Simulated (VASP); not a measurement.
# TaS2 (P-3m1) in VASP: settings compared

Aim: see how the results for TaS2 move with the level of theory and the settings. Levels: PBE, PBEsol. Tasks: single point.

Everything below comes from runs of VASP 6.6.1. Logs are shortened: lines on timing, memory, paths and dates and some standing lists are left out, and cuts for length are marked.

## (1) The cell of the first run

The structure is trigonal, space group P-3m1 (No. 164). The conventional cell has a = 3.383 Å, b = 3.383 Å, c = 6.168 Å, α = 90.00°, β = 90.00°, γ = 120.00°. Ta (site symmetry -3m) has 6 S at 2.47 Å and 6 Ta at 3.38 Å within 3.4 Å. Within 3.4 Å of S (site symmetry 3m) lie 3 Ta at 2.47 Å and 6 S at 3.38 Å.

## (2) Single point, PBE

INCAR reads:

```
SYSTEM = TaS2
ALGO = Normal ; EDIFF = 1E-6
ENCUT = 500 ; GGA = PE
GGA_COMPAT = .False. ; ISIF = 2
ISMEAR = -4 ; LASPH = .True.
LCHARG = .False. ; LREAL = .False.
LWAVE = .False. ; NBANDS = 18
NELM = 120 ; PREC = Accurate
SIGMA = 0.1
```

KPOINTS reads:

```
k-points
0
Gamma
  6 6 4
  0 0 0
```

POSCAR reads:

```
TaS2
1.0
    3.3828573416      0.0000000000      0.0000000000
   -1.6914286708      2.9296403952      0.0000000000
    0.0000000000      0.0000000000      6.1679785700
Ta S
1 2
Direct
    0.0000000000      0.0000000000      0.0000000000
    0.6666666667      0.3333333333      0.7542821200
    0.3333333333      0.6666666667      0.2457178800
```

Potentials or basis: VASP PAW PBE potentials, release 64 (Ta_pv, S).

Run with:

```console
cat potpaw_PBE.64/Ta_pv/POTCAR potpaw_PBE.64/S/POTCAR > POTCAR
mpirun -np 1 vasp_std > vasp.out
```

OUTCAR:

```text
SYSTEM = TaS2
   EDIFF = 1E-6
   ENCUT = 500
   GGA = PE
   ISIF = 2
   ISMEAR = -4
   LASPH = .True.
   LREAL = .False.
   NELM = 120
   PREC = Accurate

 ion  position               nearest neighbor table
   1  0.000  0.000  0.000-   2 2.47   3 2.47   3 2.47   2 2.47   2 2.47   3 2.47
   2  0.667  0.333  0.754-   1 2.47   1 2.47   1 2.47
   3  0.333  0.667  0.246-   1 2.47   1 2.47   1 2.47

  LATTYP: Found a hexagonal cell.
 ALAT       =     3.3828573416
 C/A-ratio  =     1.8233043688

  Lattice vectors:

 A1 = (   3.3828573416,   0.0000000000,   0.0000000000)
 A2 = (  -1.6914286708,   2.9296403952,   0.0000000000)
 A3 = (   0.0000000000,   0.0000000000,   6.1679785700)

Analysis of symmetry for initial positions (statically):
=====================================================================
 Subroutine PRICEL returns:
 Original cell was already a primitive cell.

 Routine SETGRP: Setting up the symmetry group for a
 hexagonal supercell.

 Subroutine GETGRP returns: Found 12 space group operations
 (whereof 12 operations were pure point group operations)
 out of a pool of 24 trial point group operations.

The static configuration has the point symmetry D_3d.

Analysis of symmetry for dynamics (positions and initial velocities):
=====================================================================
 Subroutine PRICEL returns:
 Original cell was already a primitive cell.

 Routine SETGRP: Setting up the symmetry group for a
 hexagonal supercell.

 Subroutine GETGRP returns: Found 12 space group operations
 (whereof 12 operations were pure point group operations)
 out of a pool of 24 trial point group operations.

The dynamic configuration has the point symmetry D_3d.

 Subroutine INISYM returns: Found 12 space group operations
 (whereof 12 operations are pure point group operations),
 and found     1 'primitive' translations

----------------------------------------------------------------------------------------

                                     Primitive cell

  volume of cell :      61.1281

  direct lattice vectors                    reciprocal lattice vectors
     3.382857342  0.000000000  0.000000000     0.295608091  0.170669411  0.000000000
    -1.691428671  2.929640395  0.000000000     0.000000000  0.341338822  0.000000000
     0.000000000  0.000000000  6.167978570     0.000000000  0.000000000  0.162127671

  length of vectors
     3.382857342  3.382857342  6.167978570     0.341338822  0.341338822  0.162127671

  position of ions in fractional coordinates (direct lattice)
     0.000000000  0.000000000  0.000000000
     0.666666667  0.333333333  0.754282120
     0.333333333  0.666666667  0.245717880

  ion indices of the primitive-cell ions
   primitive index   ion index
                 1           1
                 2           2
                 3           3

----------------------------------------------------------------------------------------

 KPOINTS: k-points

Automatic generation of k-mesh.
 Grid dimensions read from file:
 generate k-points for:    6    6    4

 Generating k-lattice:

  Cartesian coordinates                     Fractional coordinates (reciprocal lattice)
     0.049268015  0.028444902  0.000000000     0.166666667  0.000000000  0.000000000
     0.000000000  0.056889804  0.000000000     0.000000000  0.166666667  0.000000000
     0.000000000  0.000000000  0.040531918     0.000000000  0.000000000  0.250000000

  Length of vectors
     0.056889804  0.056889804  0.040531918

  Shift w.r.t. Gamma in fractional coordinates (k-lattice)
     0.000000000  0.000000000  0.000000000

 TETIRR: Found    182 inequivalent tetrahedra from      864

 Subroutine IBZKPT returns following result:
 ===========================================

 Found     24 irreducible k-points:

 Following reciprocal coordinates:
            Coordinates               Weight
  0.000000  0.000000  0.000000      1.000000
  0.166667  0.000000  0.000000      6.000000
  0.333333  0.000000  0.000000      6.000000
  0.500000  0.000000  0.000000      3.000000
  0.166667  0.166667  0.000000      6.000000
  0.333333  0.166667  0.000000     12.000000
[... 16 lines left out ...]
  0.333333  0.166667  0.500000     12.000000
  0.333333  0.333333  0.500000      2.000000
   k-points           NKPTS =     24   k-points in BZ     NKDIM =     24   number of bands    NBANDS=     18
   number of dos      NEDOS =    301   number of ions     NIONS =      3
   total plane-waves  NPLWV =  37632
   dimension x,y,z NGX =    28 NGY =   28 NGZ =   48
   dimension x,y,z NGXF=    56 NGYF=   56 NGZF=   96
   ions per type =               1   2
   NGX,Y,Z   is equivalent  to a cutoff of  13.76, 13.76, 12.94 a.u.
   NGXF,Y,Z  is equivalent  to a cutoff of  27.52, 27.52, 25.87 a.u.
 SYSTEM =  TaS2
   PREC   = accura    normal or accurate (medium, high low for compatibility)
   ISTART =      0    job   : 0-new  1-cont  2-samecut
   ICHARG =      2    charge: 1-file 2-atom 10-const
   ISPIN  =      1    spin polarized calculation?
   LNONCOLLINEAR =      F non collinear calculations
   LSORBIT =      F    spin-orbit coupling
   LASPH  =      T    aspherical Exc in radial PAW
   ENCUT  =  500.0 eV  36.75 Ry    6.06 a.u.   6.17  6.17 11.25*2*pi/ulx,y,z
   NELM   =    120;   NELMIN=  2; NELMDL= -5     # of ELM steps
   EDIFF  = 0.1E-05   stopping-criterion for ELM
   LREAL  =      F    real-space projection
   EDIFFG = 0.1E-04   stopping-criterion for IOM
   NSW    =      0    number of steps for IOM
   IBRION =     -1    ionic relax: 0-MD 1-quasi-New 2-CG
   NFREE  =      0    steps in history (QN), initial steepest desc. (CG)
   ISIF   =      2    stress and relaxation
   ISYM   =      2    0-nonsym 1-usesym 2-fastsym
   POTIM  = 0.5000    time-step for ionic-motion
   TEBEG  =    0.0;   TEEND  =   0.0 temperature during run
   PSTRESS=    0.0 pullay stress
   NELECT =      23.0000    total number of electrons
   NUPDOWN=      -1.0000    fix difference up-down
   EMIN   =  10.00;   EMAX   =-10.00  energy-range for DOS
   EFERMI =   0.00;   METHOD = LEGACY
   ISMEAR =    -4;   SIGMA  =   0.10  broadening in eV -4-tet -1-fermi 0-gaus
   EFERMI_NEDOS =   21; number of points for ismear=-14 and -15
   IALGO  =     38    algorithm
   IMIX   =      4    mixing-type and parameters
     AMIX     =   0.40;   BMIX     =  1.00
     AMIX_MAG =   1.60;   BMIX_MAG =  1.00
  volume/ion in A,a.u.               =      20.38       137.50
  Fermi-wavevector in a.u.,A,eV,Ry     =   1.181872  2.233414 19.004913  1.396822
  Thomas-Fermi vector in A             =   2.318137
   LORBIT       =      0    0 simple, 1 ext, 2 COOP (PROOUT), +10 PAW based schemes
   GGA     = PE    functional components
   LHFCALC =     F    Hartree Fock is set to
   AEXX    =    0.0000 exact exchange contribution
   IVDW    =     0    specifies the selected vdW correction
   LEPSILON=     F    determine dielectric tensor
   LRPA    =     F    only Hartree local field effects (RPA)
 non-spin polarized calculation
 Fermi weights with tetrahedron method witout Bloechl corrections
  energy-cutoff  :      500.00
  volume of cell :       61.13
 maximum number of plane-waves:      1570
 NGX is ok and might be reduce to    28
   NGX = 13   NGY = 13   NGZ = 23

 number of electron      23.0000002 magnetization

 Free energy of the ion-electron system (eV)
  ---------------------------------------------------
  ext. energy  EPLUGINS =         0.00000000
  ---------------------------------------------------
  free energy    TOTEN  =       -23.01524885 eV

  energy without entropy =      -23.01524885  energy(sigma->0) =      -23.01524885

 E-fermi :   4.9507     XC(G=0): -10.1342

 val. band max:        4.8540862783   @ k =   0.0000   0.1667   0.2500
 cond. band min:       4.9450827507   @ k =   0.1667   0.0000   0.5000
 fundamental gap:      0.0909964723
 Fermi energy:         4.9506607271

 k-point     1 :       0.0000    0.0000    0.0000
  band No.  band energies     occupation
      1     -30.3732      2.00000
      2     -30.3732      2.00000
      3     -30.3705      2.00000
      4      -9.8428      2.00000
      5      -8.0974      2.00000
      6      -1.6930      2.00000
[... 10 lines left out ...]
     17      10.0221      0.00000
     18      10.2745      0.00000

 k-point     2 :       0.1667    0.0000    0.0000
  band No.  band energies     occupation
      1     -30.4392      2.00000
      2     -30.3884      2.00000
      3     -30.3580      2.00000
      4      -9.4535      2.00000
      5      -8.0809      2.00000
      6      -1.2139      2.00000
[... 10 lines left out ...]
     17      11.3901      0.00000
     18      11.8509      0.00000

 k-point     3 :       0.3333    0.0000    0.0000
  band No.  band energies     occupation
      1     -30.5685      2.00000
      2     -30.4187      2.00000
      3     -30.3330      2.00000
      4      -8.5910      2.00000
      5      -7.9912      2.00000
      6      -0.7813      2.00000
[... 10 lines left out ...]
     17      11.1709      0.00000
     18      11.6866      0.00000

 k-point     4 :       0.5000    0.0000    0.0000
  band No.  band energies     occupation
      1     -30.6318      2.00000
      2     -30.4337      2.00000
      3     -30.3204      2.00000
      4      -8.2830      2.00000
      5      -7.6895      2.00000
      6      -1.7518      2.00000
[... 375 lines left out ...]
      4      -8.6329      2.00000
      5      -8.2475      2.00000
      6      -0.4379      2.00000
[... 10 lines left out ...]
     17      11.8965      0.00000
     18      13.1944      0.00000

 k-point    23 :       0.3333    0.1667    0.5000
  band No.  band energies     occupation
      1     -30.5988      2.00000
      2     -30.4678      2.00000
      3     -30.3205      2.00000
      4      -8.1885      2.00000
      5      -7.8011      2.00000
      6      -1.1882      2.00000
[... 10 lines left out ...]
     17      11.2451      0.00000
     18      11.4095      0.00000

 k-point    24 :       0.3333    0.3333    0.5000
  band No.  band energies     occupation
      1     -30.5533      2.00000
      2     -30.5533      2.00000
      3     -30.3143      2.00000
      4      -7.8446      2.00000
      5      -7.8446      2.00000
      6      -0.3670      2.00000
[... 10 lines left out ...]
     17      12.4543      0.00000
     18      12.5746      0.00000

------------------------ aborting loop because EDIFF is reached ----------------------------------------

  FORCE on cell =-STRESS in cart. coord.  units (eV):
  Direction    XX          YY          ZZ          XY          YZ          ZX
  --------------------------------------------------------------------------------------
  -------------------------------------------------------------------------------------
  Total        0.5624165      0.5624165      0.8398872      0.0000000      0.0000000      0.0000000
  in kB       14.7410292     14.7410292     22.0135800      0.0000000      0.0000000      0.0000000
  external PRESSURE =      17.1652128 kB  Pullay stress =       0.0000000 kB

 VOLUME and BASIS-vectors are now :
 -----------------------------------------------------------------------------
  energy-cutoff  :      500.00
  volume of cell :       61.13
      direct lattice vectors                 reciprocal lattice vectors
     3.382857342  0.000000000  0.000000000     0.295608091  0.170669411  0.000000000
    -1.691428671  2.929640395  0.000000000     0.000000000  0.341338822  0.000000000
     0.000000000  0.000000000  6.167978570     0.000000000  0.000000000  0.162127671

 POSITION                                       TOTAL-FORCE (eV/Angst)
 -----------------------------------------------------------------------------------
      0.00000      0.00000      0.00000        -0.000000      0.000000      0.000000
      1.69143      0.97655      4.65240        -0.000000     -0.000000     -0.167263
     -0.00000      1.95309      1.51558         0.000000      0.000000      0.167263
 -----------------------------------------------------------------------------------
    total drift:                               -0.000000     -0.000000      0.000000

  FREE ENERGIE OF THE ION-ELECTRON SYSTEM (eV)
  ---------------------------------------------------
  free  energy   TOTEN  =       -23.0152488475 eV

  energy  without entropy=      -23.0152488475  energy(sigma->0) =      -23.01524885
```

It took 18 s on 1 thread of Intel Xeon 6975P-C (Granite Rapids), shared host; peak memory 0.18 GiB.

What came out:

```yaml
Free_energy: -23.0152 eV
Pressure: 1.7 GPa
Largest_force: 0.167 eV/Å
Band_gap_on_the_k_mesh: zero (an odd number of electrons rules out a gap without spin polarisation)
```

Forces in eV/Å, atoms in the order of the input:
```
Ta   0.000  0.000  0.000
S    0.000  0.000 -0.167
S    0.000  0.000  0.167
```

Levels at points of the mesh, in eV from the Fermi level:
| k point | band 7 | band 8 | band 9 | band 10 | band 11 | band 12 | band 13 | band 14 | band 15 | band 16 |
| --- | --- | --- | --- | --- | --- | --- | --- | --- | --- | --- |
| (0.00, 0.00, 0.00) | -3.92 | -3.92 | -1.59 | -0.77 | -0.77 | 0.12 | 0.12 | 0.19 | 3.89 | 3.89 |
| (0.50, 0.00, 0.00) | -4.58 | -4.33 | -3.87 | -3.27 | -2.12 | -0.86 | 2.41 | 2.95 | 4.35 | 4.80 |
| (0.00, 0.00, 0.50) | -3.91 | -3.91 | -3.36 | -0.86 | -0.86 | 0.10 | 0.10 | 0.99 | 4.15 | 4.15 |
| (0.50, 0.00, 0.50) | -5.02 | -4.28 | -3.95 | -2.38 | -1.93 | -1.19 | 2.40 | 2.94 | 4.34 | 4.49 |

Caveat: spin-orbit coupling is left out, which moves the levels of the heavy elements; this functional lacks dispersion, which binds the layers, so the pressure and a relaxed spacing across them are unreliable.

## (3) Single point, PBEsol

INCAR reads:

```
  ALGO = Normal
  EDIFF = 1E-6
  ENCUT = 500
  GGA = PS
  GGA_COMPAT = False
  ISIF = 2
  ISMEAR = 1
  LASPH = True
  LCHARG = False
  LREAL = False
  LWAVE = False
  NBANDS = 18
  NELM = 120
  PREC = Accurate
  SIGMA = 0.1
```

KPOINTS reads:

```
k-points
0
Gamma
  6 6 4
```

POSCAR is that of step 2.

Potentials or basis: VASP PAW PBE potentials, release 64 (Ta_pv, S).

Run with:

```console
cat potpaw_PBE.64/Ta_pv/POTCAR potpaw_PBE.64/S/POTCAR > POTCAR
mpirun -np 1 vasp_std > vasp.out
```

It took 18 s on 1 thread of Intel Xeon 6975P-C (Granite Rapids), shared host; peak memory 0.18 GiB.

Results (log left out):

```
Free energy            : -24.5142 eV
Pressure               : -2.6 GPa
Largest force          : 0.080 eV/Å
Band gap on the k mesh : zero (an odd number of electrons rules out a gap without spin polarisation)
```

Forces in eV/Å, atoms in the order of the input:
```
Ta   0.000  0.000  0.000
S    0.000  0.000  0.080
S    0.000  0.000 -0.080
```

Stress tensor (GPa, compression positive):
```
-3.09  0.00  0.00
 0.00 -3.09  0.00
 0.00  0.00 -1.58
```

Levels at points of the mesh, in eV from the Fermi level:
```tsv
k point	band 9	band 10	band 11	band 12	band 13	band 14
(0.00, 0.00, 0.00)	-1.60	-0.76	-0.76	0.06	0.06	0.11
(0.50, 0.00, 0.00)	-3.89	-3.31	-2.12	-0.92	2.35	2.88
(0.00, 0.00, 0.50)	-3.43	-0.85	-0.85	0.04	0.04	0.94
(0.50, 0.00, 0.50)	-3.98	-2.39	-1.94	-1.26	2.34	2.87
```

Caveat: the PAW data sets were made with another functional, which shifts forces and pressure a little; spin-orbit coupling is left out, which moves the levels of the heavy elements; this functional lacks dispersion, which binds the layers, so the pressure and a relaxed spacing across them are unreliable.

## (4) Single point, PBE

INCAR reads:

```
SYSTEM = TaS2
PREC     = Accurate       ! precision mode
ENCUT    = 500            ! plane-wave cutoff, eV
EDIFF    = 1E-6           ! SCF threshold, eV
ISMEAR   = 0              ! smearing method
SIGMA    = 0.1            ! smearing width, eV
LREAL    = .False.        ! projectors in reciprocal space
LASPH    = .True.         ! aspherical terms in the spheres
NELM     = 120            ! most SCF steps
ALGO     = Normal         ! electronic algorithm
ISIF     = 2              ! what is computed and relaxed
LWAVE    = .False.        ! write WAVECAR
LCHARG   = .False.        ! write CHGCAR
GGA      = PE             ! functional
NBANDS   = 18             ! bands
NELECT   = 23.1         
GGA_COMPAT= .False.
```

KPOINTS reads:

```
Automatic mesh
0
Gamma
  6 6 4
  0 0 0
```

POSCAR is that of step 3.

Run with:

```console
cat potpaw_PBE.64/Ta_pv/POTCAR potpaw_PBE.64/S/POTCAR > POTCAR
mpirun -np 1 vasp_std > vasp.out
```

Run time: 16 s. Hardware: 1 thread of Intel Xeon 6975P-C (Granite Rapids), shared host; peak memory 0.19 GiB.

It converged, with:

| Quantity | Value |
| --- | --- |
| Free energy | -22.6211 eV |
| Largest force | 0.176 eV/Å |

Forces on the atoms (eV/Å):
```
Ta   0.000  0.000  0.000
S    0.000  0.000 -0.176
S    0.000  0.000  0.176
```

Levels at points of the mesh, in eV from the Fermi level:
```
           k point  band 8  band 9  band 10  band 11  band 12  band 13  band 14  band 15  band 16  band 17
(0.00, 0.00, 0.00)   -4.02   -1.72    -0.89    -0.89     0.04     0.04     0.09     3.79     3.79     4.93
(0.50, 0.00, 0.00)   -4.45   -3.97    -3.41    -2.24    -0.96     2.34     2.88     4.22     4.71     5.32
(0.00, 0.00, 0.50)   -4.00   -3.52    -0.98    -0.98     0.02     0.02     0.90     4.05     4.05     5.37
(0.50, 0.00, 0.50)   -4.40   -4.06    -2.51    -2.05    -1.29     2.34     2.87     4.24     4.33     4.88
```

Caveat: the cell carries a net charge on a neutralising background, which shifts energy and pressure; the cell is charged against a uniform background, so pressure and absolute levels hang on convention; spin-orbit coupling is left out, which moves the levels of the heavy elements; this functional lacks dispersion, which binds the layers, so the pressure and a relaxed spacing across them are unreliable.

## (5) Single point, PBE

INCAR reads:

```
  ALGO = Normal
  EDIFF = 1E-6
  ENCUT = 500
  GGA = PE
  GGA_COMPAT = False
  ISIF = 2
  ISMEAR = 0
  LASPH = True
  LCHARG = True
  LELF = True
  LREAL = False
  LVHAR = True
  LWAVE = False
  NBANDS = 18
  NELM = 120
  PREC = Accurate
  SIGMA = 0.1
```

KPOINTS reads:

```
k-points
0
Gamma
  6 6 4
```

POSCAR is that of step 4.

Run with:

```console
cat potpaw_PBE.64/Ta_pv/POTCAR potpaw_PBE.64/S/POTCAR > POTCAR
mpirun -np 1 vasp_std > vasp.out
```

It took 19 s on 1 thread of Intel Xeon 6975P-C (Granite Rapids), shared host; peak memory 0.19 GiB.

It converged, with:

- Free energy: -23.1253 eV
- Pressure: 1.4 GPa
- Largest force: 0.147 eV/Å
- Band gap on the k mesh: zero (an odd number of electrons rules out a gap without spin polarisation)

Forces in eV/Å, atoms in the order of the input:
```
Ta   0.000  0.000  0.000
S    0.000  0.000 -0.147
S    0.000  0.000  0.147
```

Stress tensor (GPa, compression positive):
```
1.19 0.00 0.00
0.00 1.19 0.00
0.00 0.00 1.85
```

Levels at points of the mesh, in eV from the Fermi level:
```
           k point  band 8  band 9  band 10  band 11  band 12  band 13  band 14  band 15
(0.00, 0.00, 0.00)   -3.99   -1.65    -0.83    -0.83     0.06     0.06     0.13     3.83
(0.50, 0.00, 0.00)   -4.39   -3.93    -3.34    -2.18    -0.92     2.35     2.89     4.29
(0.00, 0.00, 0.50)   -3.97   -3.43    -0.92    -0.92     0.04     0.04     0.93     4.09
(0.50, 0.00, 0.50)   -4.34   -4.01    -2.45    -1.99    -1.25     2.34     2.88     4.27
```

Caveat: spin-orbit coupling is left out, which moves the levels of the heavy elements; this functional lacks dispersion, which binds the layers, so the pressure and a relaxed spacing across them are unreliable.

## (6) Overview

```csv
level,smearing,gap on the mesh (eV),pressure (GPa),largest force (eV/Å)
PBE,tetrahedron,none,1.7,0.17
PBEsol,methfessel-paxton 0.1 eV,none,-2.6,0.08
PBE,gaussian 0.1 eV,none,1.4,0.15
```

Alike in all rows: task single point; potentials or basis VASP PAW PBE potentials, release 64 (Ta_pv, S); no spin polarisation; cell as given; k mesh 6 × 6 × 4; cutoff (eV) 500.

The pressure there spans -2.6 GPa (PBEsol) to 1.7 GPa (PBE); a positive pressure means that this level wants a larger cell, a negative one a smaller.

Caveats: spin-orbit coupling is left out, which moves the levels of the heavy elements; this functional lacks dispersion, which binds the layers, so the pressure and a relaxed spacing across them are unreliable; the PAW data sets were made with another functional, which shifts forces and pressure a little (at least some runs).

Total energies depend on the potentials used, so only differences within one code and one set of settings carry meaning.
